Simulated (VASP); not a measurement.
Write the native input for VASP 6.6.1 that does the following.

```
Task                   : single point
Functional             : r2SCAN
Potentials or basis    : VASP PAW PBE potentials, release 64 (Rb_sv, Br)
Cutoff                 : 520 eV
k mesh                 : 6 × 6 × 6
Occupations            : gaussian, width 0.01 eV
Spin                   : no spin polarisation
Dipole correction      : no
Further INCAR settings : ALGO = Normal; EDIFF = 1e-07; NBANDS = 15
```

The system is RbBr.

```
CELL_PARAMETERS angstrom
4.16509 0.00000 0.00000
0.00000 4.16509 0.00000
0.00000 0.00000 4.16509
ATOMIC_POSITIONS crystal
Rb 0.00000 0.00000 0.00000
Br 0.50000 0.50000 0.50000
```

This cell differs from its parent crystal: volume changed by +3%.

The input as run:

POSCAR

```
RbBr
1.0
    4.1650898405      0.0000000000      0.0000000000
    0.0000000000      4.1650898405      0.0000000000
    0.0000000000      0.0000000000      4.1650898405
Rb Br
1 1
Direct
    0.0000000000      0.0000000000      0.0000000000
    0.5000000000      0.5000000000      0.5000000000
```

INCAR.step1

```
SYSTEM = RbBr
  ALGO = Normal
  EDIFF = 1E-4
  ENCUT = 520
  GGA = PE
  ISMEAR = 0
  LASPH = .True.
  LCHARG = .False.
  LREAL = .False.
  LWAVE = .True.
  NBANDS = 15
  NELM = 80
  PREC = Accurate
  SIGMA = 0.01
```

INCAR.step2

```
SYSTEM = RbBr
  ALGO = Normal
  EDIFF = 1E-7
  ENCUT = 520
  ISIF = 2
  ISMEAR = 0
  ISTART = 1
  LASPH = .True.
  LCHARG = .False.
  LMIXTAU = .True.
  LREAL = .False.
  LWAVE = .False.
  METAGGA = R2SCAN
  NBANDS = 15
  NELM = 80
  PREC = Accurate
  SIGMA = 0.01
```

KPOINTS

```
k-points
0
Gamma
  6 6 6
  0 0 0
```

Potentials or basis: VASP PAW PBE potentials, release 64 (Rb_sv, Br).

Launch:

```bash
$ cat potpaw_PBE.64/Rb_sv/POTCAR potpaw_PBE.64/Br/POTCAR > POTCAR
$ cp INCAR.step1 INCAR
$ mpirun -np 1 vasp_std > vasp.out
$ cp INCAR.step2 INCAR
$ mpirun -np 1 vasp_std > vasp.out
```

It gave:

| Item | Value |
| --- | --- |
| Pressure | -0.4 GPa |
| Band gap on the k mesh | 4.73 eV, indirect (least direct gap 4.88 eV) |

Caveat: the PAW data sets were made with another functional, which shifts forces and pressure a little.

Run time: 51 s on 1 thread of Intel(R) Xeon(R) Platinum 8259CL CPU @ 2.50GHz (Skylake/Cascade Lake), on a shared host, peak memory 0.19 GiB.
